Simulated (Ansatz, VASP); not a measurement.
**Zn5Se3S2 in VASP and in Ansatz**

The input INCAR:

```
PREC = Accurate ; ENCUT = 520
EDIFF = 1E-7 ; ISMEAR = 0
SIGMA = 0.1 ; LREAL = False
LASPH = True ; NELM = 100
ALGO = Normal ; ISIF = 2
LWAVE = False ; LCHARG = False
GGA = PE ; NBANDS = 56
```

The input KPOINTS:

```
Automatic mesh
0
Gamma
  4 4 4
```

Contents of POSCAR:

```
Zn5Se3S2
1.0
    0.0000000000     -3.9709586233      0.0000000000
    3.9709586233      0.0000000000      0.0000000000
   -1.9854793117      1.9854793117     14.0370092759
Zn Se S
5 3 2
Direct
    0.2500000000      0.7500000000      0.5000000000
    0.8542227464      0.3542227464      0.7084454927
    0.4479697846      0.9479697846      0.8959395692
    0.0520302154      0.5520302154      0.1040604308
    0.6457772536      0.1457772536      0.2915545073
    0.1979019860      0.1979019860      0.3958039720
    0.8020980140      0.8020980140      0.6041960280
    1.0000000000      0.0000000000      1.0000000000
    0.5989073866      0.5989073866      0.1978147732
    0.4010926134      0.4010926134      0.8021852268
```

Input for Ansatz:

```yaml
crystal:
  lattice:
    - [0.0, -3.9709586233, 0.0]
    - [3.9709586233, 0.0, 0.0]
    - [-1.9854793117, 1.9854793117, 14.0370092759]
  atoms:
    - { symbol: Zn, position: [0.25, 0.75, 0.5] }
    - { symbol: Zn, position: [0.8542227464, 0.3542227464, 0.7084454927] }
    - { symbol: Zn, position: [0.4479697846, 0.9479697846, 0.8959395692] }
    - { symbol: Zn, position: [0.0520302154, 0.5520302154, 0.1040604308] }
    - { symbol: Zn, position: [0.6457772536, 0.1457772536, 0.2915545073] }
    - { symbol: Se, position: [0.197901986, 0.197901986, 0.395803972] }
    - { symbol: Se, position: [0.802098014, 0.802098014, 0.604196028] }
    - { symbol: Se, position: [1.0, 0.0, 1.0] }
    - { symbol: S, position: [0.5989073866, 0.5989073866, 0.1978147732] }
    - { symbol: S, position: [0.4010926134, 0.4010926134, 0.8021852268] }
basis:
  ecutwfc: 420
kpoints:
  mp_grid: { grid: [4, 4, 4] }
hamiltonian:
  xc: pbe
scf:
  occupations: { method: gaussian, width: 0.1 }
  lower_state_search: "off"
output:
  forces: true
  stress: true
  eigenvalues: true
```

Alike in both runs: task single point; functional PBE; k mesh 4 × 4 × 4; occupations gaussian, width 0.1 eV; no spin polarisation.

|  | VASP | Ansatz |
| --- | --- | --- |
| version | VASP 6.6.1 | Ansatz 0.2.0 |
| potentials or method | VASP PAW PBE potentials, release 64 (Zn, Se, S), cutoff 520 eV | scalar-relativistic, plane waves, PAW |
| valence electrons in the cell | 90 | 120 |

```tsv
	VASP	Ansatz	Ansatz less VASP
gap on the k mesh at the Fermi level (eV)	1.40	1.40	-0.001
least direct gap on the mesh (eV)	1.40	1.40	-0.001
pressure (GPa)	0.3	0.1	-0.19
traceless stress, the component that is largest in VASP (GPa)	-0.24	-0.24	+0.002
```

VASP's potentials hold 90 valence electrons a cell and Ansatz's 120, so a difference there can come from the potentials and not from the codes.
